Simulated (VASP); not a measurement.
A run of VASP 6.6.1 is set up as follows.

File INCAR:

```
  PREC = Accurate
  ENCUT = 520
  EDIFF = 1E-7
  ISMEAR = 0
  SIGMA = 0.1
  LREAL = F
  LASPH = T
  NELM = 80
  ALGO = Normal
  ISIF = 2
  LWAVE = F
  LCHARG = F
  GGA = PS
  NBANDS = 21
```

Contents of KPOINTS:

```
regular mesh
0
Gamma
  12 12 12
```

File POSCAR:

```
Zr2C
1.0
    1.6508192836      0.9531009578      5.3271551852
   -1.6508192836      0.9531009578      5.3271551852
    0.0000000000     -1.9062019156      5.3271551852
Zr C
2 1
Direct
    0.2449583386      0.2449583386      0.2449583386
    0.7550416614      0.7550416614      0.7550416614
    0.5000000000      0.5000000000      0.5000000000
```

Potentials or basis: VASP PAW PBE potentials, release 64 (Zr_sv, C).

Launch:

```console
$ cat potpaw_PBE.64/Zr_sv/POTCAR potpaw_PBE.64/C/POTCAR > POTCAR
$ mpirun -np 1 vasp_std > vasp.out
```

(1) Predict the band gap on the k mesh.

(2) What does it give for the largest force?

(3) What does it give for the pressure?

## Answers

(1) zero (bands 14 and 15 overlap by 1.30 eV).

(2) 0.019 eV/Å.

(3) 0.3 GPa.

Caveat: the PAW data sets were made with another functional, which shifts forces and pressure a little.
